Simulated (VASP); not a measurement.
Write the native input for VASP 6.6.1 that does the following.

| Item | Value |
| --- | --- |
| Task | single point |
| Functional | PBEsol |
| Potentials or basis | VASP PAW PBE potentials, release 64 (Al, P) |
| Cutoff | 500 eV |
| k mesh | 6 × 6 × 6 |
| Occupations | gaussian, width 0.01 eV |
| Spin | no spin polarisation |
| Dipole correction | no |
| Further INCAR settings | ALGO = Normal; EDIFF = 1e-06; NBANDS = 11 |

The structure of AlP lies in POSCAR:

```
AlP
1.0
    0.0000000000      2.7392607946      2.7392607946
    2.7392607946      0.0000000000      2.7392607946
    2.7392607946      2.7392607946      0.0000000000
Al P
1 1
Direct
    0.0000000000      0.0000000000      0.0000000000
    0.2500000000      0.2500000000      0.2500000000
```

These files were run (other wordings do the same):

INCAR

```
SYSTEM = AlP
ALGO = Normal
EDIFF = 1E-6
ENCUT = 500
GGA = PS
GGA_COMPAT = .FALSE.
ISIF = 2
ISMEAR = 0
LASPH = .TRUE.
LCHARG = .TRUE.
LELF = .TRUE.
LREAL = .FALSE.
LVHAR = .TRUE.
LWAVE = .FALSE.
NBANDS = 11
NELM = 120
PREC = Accurate
SIGMA = 0.01
```

KPOINTS

```
k-points
0
G
  6 6 6
  0 0 0
```

Potentials or basis: VASP PAW PBE potentials, release 64 (Al, P).

The run is started by

```sh
$ cat potpaw_PBE.64/Al/POTCAR potpaw_PBE.64/P/POTCAR > POTCAR
$ mpirun -np 1 vasp_std > vasp.out
```

Results of the run:

```yaml
Pressure: -0.3 GPa
Band_gap_on_the_k_mesh: 1.45 eV (least direct gap 3.12 eV)
```

Caveat: the PAW data sets were made with another functional, which shifts forces and pressure a little.

Run time: 3.5 s on 1 thread of Intel(R) Xeon(R) 6975P-C (Granite Rapids) (shared host), peak memory 0.14 GiB.
